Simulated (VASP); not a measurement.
# Ir (Fd-3m) in VASP: a series of runs

Runs on Ir. Level: PBE. Tasks: relaxation of cell and atoms.

All numbers are computed with VASP 6.6.1; they aren't measurements. Logs are shortened: lines on timing, memory, paths and dates and some standing lists are left out, and cuts for length are marked.

## Step 1: The cell of the first run

It takes space group Fd-3m (No. 227, cubic). The conventional cell has a = 5.270 Å, b = 5.270 Å, c = 5.270 Å, α = 90.00°, β = 90.00°, γ = 90.00°. Within 3.0 Å of Ir (site symmetry -43m) lie 4 Ir at 2.28 Å.

This isn't the form of Ir at room conditions, which is fcc.

## Step 2: Relaxation of cell and atoms, PBE

INCAR reads:

```
SYSTEM = Ir
ALGO = Normal ; EDIFF = 1E-6
EDIFFG = -0.01 ; ENCUT = 600
GGA = PE ; IBRION = 2
ISIF = 3 ; ISMEAR = -1
LASPH = .TRUE. ; LCHARG = .FALSE.
LREAL = .FALSE. ; LWAVE = .FALSE.
NELM = 100 ; NSW = 80
PREC = Accurate ; SIGMA = 0.05
```

KPOINTS reads:

```
k-points
0
G
  15 15 15
  0 0 0
```

POSCAR reads:

```
Ir
1.0
    0.0000000000      2.6350000000      2.6350000000
    2.6350000000      0.0000000000      2.6350000000
    2.6350000000      2.6350000000      0.0000000000
Ir
2
Direct
    0.0000000000      0.0000000000      0.0000000000
    0.2500000000      0.2500000000      0.2500000000
```

Potentials or basis: VASP PAW PBE potentials, release 64 (Ir).

On the command line:

```bash
$ cat potpaw_PBE.64/Ir/POTCAR > POTCAR
$ mpirun -np 1 vasp_std > vasp.out
```

OUTCAR:

```text
SYSTEM = Ir
   EDIFF = 1E-6
   EDIFFG = -0.01
   ENCUT = 600
   GGA = PE
   IBRION = 2
   ISIF = 3
   ISMEAR = -1
   LASPH = .TRUE.
   LREAL = .FALSE.
   NELM = 100
   NSW = 80
   PREC = Accurate

 ion  position               nearest neighbor table
   1  0.000  0.000  0.000-   2 2.28   2 2.28   2 2.28   2 2.28
   2  0.250  0.250  0.250-   1 2.28   1 2.28   1 2.28   1 2.28

  LATTYP: Found a face centered cubic cell.
 ALAT       =     5.2700000000

  Lattice vectors:

 A1 = (   0.0000000000,   2.6350000000,   2.6350000000)
 A2 = (   2.6350000000,   0.0000000000,   2.6350000000)
 A3 = (   2.6350000000,   2.6350000000,   0.0000000000)

Analysis of symmetry for initial positions (statically):
=====================================================================
 Subroutine PRICEL returns:
 Original cell was already a primitive cell.

 Routine SETGRP: Setting up the symmetry group for a
 face centered cubic supercell.

 Subroutine GETGRP returns: Found 48 space group operations
 (whereof 24 operations were pure point group operations)
 out of a pool of 48 trial point group operations.

The static configuration has the point symmetry T_d .
 The point group associated with its full space group is O_h .

Analysis of symmetry for dynamics (positions and initial velocities):
=====================================================================
 Subroutine PRICEL returns:
 Original cell was already a primitive cell.

 Routine SETGRP: Setting up the symmetry group for a
 face centered cubic supercell.

 Subroutine GETGRP returns: Found 48 space group operations
 (whereof 24 operations were pure point group operations)
 out of a pool of 48 trial point group operations.

The dynamic configuration has the point symmetry T_d .
 The point group associated with its full space group is O_h .

 Subroutine INISYM returns: Found 48 space group operations
 (whereof 24 operations are pure point group operations),
 and found     1 'primitive' translations

----------------------------------------------------------------------------------------

                                     Primitive cell

  volume of cell :      36.5908

  direct lattice vectors                    reciprocal lattice vectors
     0.000000000  2.635000000  2.635000000    -0.189753321  0.189753321  0.189753321
     2.635000000  0.000000000  2.635000000     0.189753321 -0.189753321  0.189753321
     2.635000000  2.635000000  0.000000000     0.189753321  0.189753321 -0.189753321

  length of vectors
     3.726452737  3.726452737  3.726452737     0.328662392  0.328662392  0.328662392

  position of ions in fractional coordinates (direct lattice)
     0.000000000  0.000000000  0.000000000
     0.250000000  0.250000000  0.250000000

  ion indices of the primitive-cell ions
   primitive index   ion index
                 1           1
                 2           2

----------------------------------------------------------------------------------------

 KPOINTS: k-points

Automatic generation of k-mesh.
 Grid dimensions read from file:
 generate k-points for:   15   15   15

 Generating k-lattice:

  Cartesian coordinates                     Fractional coordinates (reciprocal lattice)
    -0.012650221  0.012650221  0.012650221     0.066666667  0.000000000  0.000000000
     0.012650221 -0.012650221  0.012650221     0.000000000  0.066666667  0.000000000
     0.012650221  0.012650221 -0.012650221     0.000000000  0.000000000  0.066666667

  Length of vectors
     0.021910826  0.021910826  0.021910826

  Shift w.r.t. Gamma in fractional coordinates (k-lattice)
     0.000000000  0.000000000  0.000000000

 Subroutine IBZKPT returns following result:
 ===========================================

 Found    120 irreducible k-points:

 Following reciprocal coordinates:
            Coordinates               Weight
  0.000000  0.000000  0.000000      1.000000
  0.066667  0.000000  0.000000      8.000000
  0.133333  0.000000  0.000000      8.000000
  0.200000  0.000000  0.000000      8.000000
  0.266667  0.000000  0.000000      8.000000
  0.333333  0.000000  0.000000      8.000000
[... 16 lines left out ...]
  0.133333  0.133333  0.000000      6.000000
  0.200000  0.133333  0.000000     24.000000
 [... further k-points ...]
   k-points           NKPTS =    120   k-points in BZ     NKDIM =    120   number of bands    NBANDS=     13
   number of dos      NEDOS =    301   number of ions     NIONS =      2
   total plane-waves  NPLWV =  27000
   dimension x,y,z NGX =    30 NGY =   30 NGZ =   30
   dimension x,y,z NGXF=    60 NGYF=   60 NGZF=   60
   ions per type =               2
   NGX,Y,Z   is equivalent  to a cutoff of  13.38, 13.38, 13.38 a.u.
   NGXF,Y,Z  is equivalent  to a cutoff of  26.77, 26.77, 26.77 a.u.
 SYSTEM =  Ir
   PREC   = accura    normal or accurate (medium, high low for compatibility)
   ISTART =      0    job   : 0-new  1-cont  2-samecut
   ICHARG =      2    charge: 1-file 2-atom 10-const
   ISPIN  =      1    spin polarized calculation?
   LNONCOLLINEAR =      F non collinear calculations
   LSORBIT =      F    spin-orbit coupling
   LASPH  =      T    aspherical Exc in radial PAW
   ENCUT  =  600.0 eV  44.10 Ry    6.64 a.u.   7.44  7.44  7.44*2*pi/ulx,y,z
   NELM   =    100;   NELMIN=  2; NELMDL= -5     # of ELM steps
   EDIFF  = 0.1E-05   stopping-criterion for ELM
   LREAL  =      F    real-space projection
   EDIFFG = -.1E-01   stopping-criterion for IOM
   NSW    =     80    number of steps for IOM
   IBRION =      2    ionic relax: 0-MD 1-quasi-New 2-CG
   NFREE  =      1    steps in history (QN), initial steepest desc. (CG)
   ISIF   =      3    stress and relaxation
   ISYM   =      2    0-nonsym 1-usesym 2-fastsym
   POTIM  = 0.5000    time-step for ionic-motion
   TEBEG  =    0.0;   TEEND  =   0.0 temperature during run
   PSTRESS=    0.0 pullay stress
   NELECT =      18.0000    total number of electrons
   NUPDOWN=      -1.0000    fix difference up-down
   EMIN   =  10.00;   EMAX   =-10.00  energy-range for DOS
   EFERMI =   0.00;   METHOD = LEGACY
   ISMEAR =    -1;   SIGMA  =   0.05  broadening in eV -4-tet -1-fermi 0-gaus
   EFERMI_NEDOS =   21; number of points for ismear=-14 and -15
   IALGO  =     38    algorithm
   IMIX   =      4    mixing-type and parameters
     AMIX     =   0.40;   BMIX     =  1.00
     AMIX_MAG =   1.60;   BMIX_MAG =  1.00
  volume/ion in A,a.u.               =      18.30       123.46
  Fermi-wavevector in a.u.,A,eV,Ry     =   1.292335  2.442159 22.723489  1.670129
  Thomas-Fermi vector in A             =   2.424049
   LORBIT       =      0    0 simple, 1 ext, 2 COOP (PROOUT), +10 PAW based schemes
   GGA     = PE    functional components
   LHFCALC =     F    Hartree Fock is set to
   AEXX    =    0.0000 exact exchange contribution
   IVDW    =     0    specifies the selected vdW correction
   LEPSILON=     F    determine dielectric tensor
   LRPA    =     F    only Hartree local field effects (RPA)
 conjugate gradient relaxation of ions
 non-spin polarized calculation
  energy-cutoff  :      600.00
  volume of cell :       36.59
 maximum number of plane-waves:      1243
 NGX is ok and might be reduce to    30
   NGX = 15   NGY = 15   NGZ = 15

--------------------------------------- Ionic step        1  -------------------------------------------

 number of electron      18.0000003 magnetization

 Free energy of the ion-electron system (eV)
  ---------------------------------------------------
  ext. energy  EPLUGINS =         0.00000000
  ---------------------------------------------------
  free energy    TOTEN  =       -14.95214551 eV

  energy without entropy =      -14.93795597  energy(sigma->0) =      -14.94505074

------------------------ aborting loop because EDIFF is reached ----------------------------------------

  FORCE on cell =-STRESS in cart. coord.  units (eV):
  Direction    XX          YY          ZZ          XY          YZ          ZX
  --------------------------------------------------------------------------------------
  -------------------------------------------------------------------------------------
  Total       10.0237272     10.0237272     10.0237272      0.0000000     -0.0000000     -0.0000000
  in kB      438.9024095    438.9024095    438.9024095      0.0000000     -0.0000000     -0.0000000
  external PRESSURE =     438.9024095 kB  Pullay stress =       0.0000000 kB

 VOLUME and BASIS-vectors are now :
 -----------------------------------------------------------------------------
  energy-cutoff  :      600.00
  volume of cell :       36.59
      direct lattice vectors                 reciprocal lattice vectors
     0.000000000  2.635000000  2.635000000    -0.189753321  0.189753321  0.189753321
     2.635000000  0.000000000  2.635000000     0.189753321 -0.189753321  0.189753321
     2.635000000  2.635000000  0.000000000     0.189753321  0.189753321 -0.189753321

 POSITION                                       TOTAL-FORCE (eV/Angst)
 -----------------------------------------------------------------------------------
      0.00000      0.00000      0.00000         0.000000     -0.000000     -0.000000
      1.31750      1.31750      1.31750        -0.000000      0.000000      0.000000
 -----------------------------------------------------------------------------------
    total drift:                                0.000000     -0.000000      0.000000

  FREE ENERGIE OF THE ION-ELECTRON SYSTEM (eV)
  ---------------------------------------------------
  free  energy   TOTEN  =       -14.9521455061 eV
[... 875 lines left out ...]
 VOLUME and BASIS-vectors are now :
 -----------------------------------------------------------------------------
  energy-cutoff  :      600.00
  volume of cell :       43.42
      direct lattice vectors                 reciprocal lattice vectors
     0.000000000  2.789751386  2.789751386    -0.179227440  0.179227440  0.179227440
     2.789751386 -0.000000000  2.789751386     0.179227440 -0.179227440  0.179227440
     2.789751386  2.789751386 -0.000000000     0.179227440  0.179227440 -0.179227440

 POSITION                                       TOTAL-FORCE (eV/Angst)
 -----------------------------------------------------------------------------------
      0.00000      0.00000      0.00000        -0.000000     -0.000000      0.000000
      1.39488      1.39488      1.39488         0.000000      0.000000     -0.000000
 -----------------------------------------------------------------------------------
    total drift:                                0.000000     -0.000000      0.000000

  FREE ENERGIE OF THE ION-ELECTRON SYSTEM (eV)
  ---------------------------------------------------
  free  energy   TOTEN  =       -15.7112677531 eV

  energy  without entropy=      -15.6924906764  energy(sigma->0) =      -15.70187921

--------------------------------------- Ionic step        5  -------------------------------------------

 number of electron      17.9999998 magnetization

 Free energy of the ion-electron system (eV)
  ---------------------------------------------------
  ext. energy  EPLUGINS =         0.00000000
  ---------------------------------------------------
  free energy    TOTEN  =       -15.71286117 eV

  energy without entropy =      -15.69436952  energy(sigma->0) =      -15.70361535

 E-fermi :   5.2148     XC(G=0): -11.1719

 val. band max:        5.2091074794   @ k =  -0.4667   0.2667   0.0000
 cond. band min:       5.2218504080   @ k =  -0.2000   0.3333   0.1333
 fundamental gap:      0.0127429286
 Fermi energy:         5.2147550315

 k-point     1 :       0.0000    0.0000    0.0000
  band No.  band energies     occupation
      1      -2.7732      2.00000
      2       0.1652      2.00000
      3       0.1652      2.00000
      4       0.5531      2.00000
      5       0.5531      2.00000
      6       0.5531      2.00000
      7       3.4642      2.00000
      8       3.4642      2.00000
      9       3.4642      2.00000
     10       5.9865      0.00000
     11       5.9865      0.00000
     12      16.0665      0.00000
     13      16.1509      0.00000

 k-point     2 :       0.0667    0.0000    0.0000
  band No.  band energies     occupation
      1      -2.6961      2.00000
      2       0.1001      2.00000
      3       0.1001      2.00000
      4       0.5441      2.00000
      5       0.6474      2.00000
      6       0.6474      2.00000
      7       3.4001      2.00000
      8       3.4526      2.00000
      9       3.4526      2.00000
     10       5.9825      0.00000
     11       5.9825      0.00000
     12      15.6132      0.00000
     13      16.0349      0.00000
[... 365 lines left out ...]
 VOLUME and BASIS-vectors are now :
 -----------------------------------------------------------------------------
  energy-cutoff  :      600.00
  volume of cell :       43.07
      direct lattice vectors                 reciprocal lattice vectors
     0.000000000  2.782119587  2.782119587    -0.179719090  0.179719090  0.179719090
     2.782119587 -0.000000000  2.782119587     0.179719090 -0.179719090  0.179719090
     2.782119587  2.782119587 -0.000000000     0.179719090  0.179719090 -0.179719090

 POSITION                                       TOTAL-FORCE (eV/Angst)
 -----------------------------------------------------------------------------------
      0.00000      0.00000      0.00000         0.000000     -0.000000      0.000000
      1.39106      1.39106      1.39106        -0.000000      0.000000     -0.000000
 -----------------------------------------------------------------------------------
    total drift:                                0.000000     -0.000000      0.000000

  FREE ENERGIE OF THE ION-ELECTRON SYSTEM (eV)
  ---------------------------------------------------
  free  energy   TOTEN  =       -15.7128611742 eV

  energy  without entropy=      -15.6943695239  energy(sigma->0) =      -15.70361535

 reached required accuracy - stopping structural energy minimisation
```

Run time: 6.3 min. Hardware: 1 thread of Intel Xeon 8259CL, shared host; peak memory 0.22 GiB.

What came out:

```yaml
Free_energy: -15.7129 eV
Relaxed_volume: 21.53 Å³/atom
Relaxed_cell: a = 3.935 Å, b = 3.935 Å, c = 3.935 Å, α = 60.00°, β = 60.00°, γ = 60.00°
Space_group_after_relaxing_to_0.1_Å: Fd-3m (No. 227)
Pressure_after_relaxing: 0.0 GPa
Band_gap_on_the_k_mesh: zero (bands 9 and 10 overlap by 1.50 eV)
```

Final structure:
```cif
data_structure
_symmetry_space_group_name_H-M 'P 1'
_symmetry_Int_Tables_number 1
_cell_length_a 3.9345
_cell_length_b 3.9345
_cell_length_c 3.9345
_cell_angle_alpha 60.000
_cell_angle_beta 60.000
_cell_angle_gamma 60.000
_cell_volume 43.07
loop_
_atom_site_label
_atom_site_type_symbol
_atom_site_fract_x
_atom_site_fract_y
_atom_site_fract_z
_atom_site_occupancy
Ir1 Ir 0.00000 0.00000 0.00000 1
Ir2 Ir 0.25000 0.25000 0.25000 1
```

Caveat: the volume moved by over 15 % at a fixed basis, so the end points are rough; spin-orbit coupling is left out, which moves the levels of the heavy elements.

## Step 3: Relaxation of cell and atoms, PBE

This run uses another cell than the first one, of 21.58 Å³/atom.

INCAR reads:

```
PREC = Accurate ; ENCUT = 600
EDIFF = 1E-7 ; ISMEAR = -1
SIGMA = 0.05 ; LREAL = F
LASPH = T ; NELM = 60
ALGO = Normal ; ISIF = 3
LWAVE = F ; LCHARG = F
GGA = PE ; IBRION = 2
NSW = 80 ; EDIFFG = -0.01
```

KPOINTS reads:

```
Automatic mesh
0
Gamma
  14 14 14
```

POSCAR reads:

```
Ir
1.0
    0.0000000000      2.7839199234      2.7839199234
    2.7839199234      0.0000000000      2.7839199234
    2.7839199234      2.7839199234      0.0000000000
Ir
2
Direct
    0.0000000000      0.0000000000      0.0000000000
    0.2500000000      0.2500000000      0.2500000000
```

Potentials or basis: VASP PAW PBE potentials, release 64 (Ir).

On the command line:

```bash
$ cat potpaw_PBE.64/Ir/POTCAR > POTCAR
$ mpirun -np 1 vasp_std > vasp.out
```

It took 2.4 min on 1 thread of Intel Xeon 8259CL, shared host; peak memory 0.23 GiB.

It converged, with:

| Quantity | Value |
| --- | --- |
| Free energy | -15.7129 eV |
| Relaxed volume | 21.53 Å³/atom |
| Relaxed cell | a = 3.934 Å, b = 3.934 Å, c = 3.934 Å, α = 60.00°, β = 60.00°, γ = 60.00° |
| Space group after relaxing (to 0.1 Å) | Fd-3m (No. 227) |
| Energy gained by relaxing | 0.1 meV/atom |
| Ionic steps | 3 |
| Pressure after relaxing | 0.0 GPa |
| Band gap on the k mesh | zero (bands 9 and 10 overlap by 1.55 eV) |

The path:
| step | energy change (eV) | largest force (eV/Å) | pressure (GPa) | volume (Å³) |
| --- | --- | --- | --- | --- |
| 1 | 0.0000 | 0.0000 | -0.36 | 43.15 |
| 2 | 0.0005 | 0.0000 | 0.93 | 42.85 |
| 3 | -0.0001 | 0.0000 | 0.01 | 43.06 |

Final structure:
```yaml
crystal:
  lattice:
    - [0.00000, 2.78200, 2.78200]
    - [2.78200, 0.00000, 2.78200]
    - [2.78200, 2.78200, 0.00000]
  atoms:
    - { symbol: Ir, position: [0.00000, 0.00000, 0.00000] }
    - { symbol: Ir, position: [0.25000, 0.25000, 0.25000] }
```

Levels at points of the mesh, in eV from the Fermi level:
```
           k point  band 6  band 7  band 8  band 9  band 10  band 11  band 12  band 13
(0.00, 0.00, 0.00)   -4.65   -1.74   -1.74   -1.74     0.78     0.78    10.86    10.95
(0.50, 0.00, 0.00)   -4.67   -1.92   -1.01   -1.01     0.24     0.24     1.44     8.73
(0.50, 0.50, 0.00)   -3.66   -2.46   -2.46    0.57     0.57     1.96     1.96     3.76
```

Caveat: spin-orbit coupling is left out, which moves the levels of the heavy elements.
